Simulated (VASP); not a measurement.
SiC:

```
CELL_PARAMETERS angstrom
3.07600 0.00000 0.00000
-1.53800 2.66389 0.00000
0.00000 0.00000 5.04800
ATOMIC_POSITIONS crystal
Si 0.34905 0.67846 0.99767
Si 0.66436 0.32148 0.49637
C 0.32141 0.66184 0.38897
C 0.66517 0.33822 0.88699
```

Base run:

- Program: VASP 6.6.1
- Functional: PBEsol
- Potentials or basis: VASP PAW PBE potentials, release 64 (Si, C)
- Cutoff: 520 eV
- k mesh: 12 × 12 × 6
- Occupations: gaussian, width 0.05 eV
- Spin: no spin polarisation

Its results: band gap on the k mesh 2.09 eV (least direct gap 3.99 eV); pressure 1.3 GPa; largest force 1.624 eV/Å.

**Question.** The run is repeated on the same cell with these changes: functional from PBEsol to PBE; further incar settings from ALGO = Normal; EDIFF = 1e-07; NBANDS = 16 to ALGO = Normal; EDIFF = 1e-06; NBANDS = 16. What comes out?

**Answer.** Band gap on the k mesh 2.25 eV (least direct gap 4.11 eV); pressure 4.3 GPa; largest force 1.628 eV/Å.

Caveats: the stress differs along the axes, from -4 to 5 GPa (at least some runs); the PAW data sets were made with another functional, which shifts forces and pressure a little (at least some runs); the stress differs along the axes, from -1 to 8 GPa (at least some runs); forces of over 1 eV/Å act on the atoms, so gaps and moduli don't describe the material at rest (at least some runs).

A k mesh can miss the band edges.
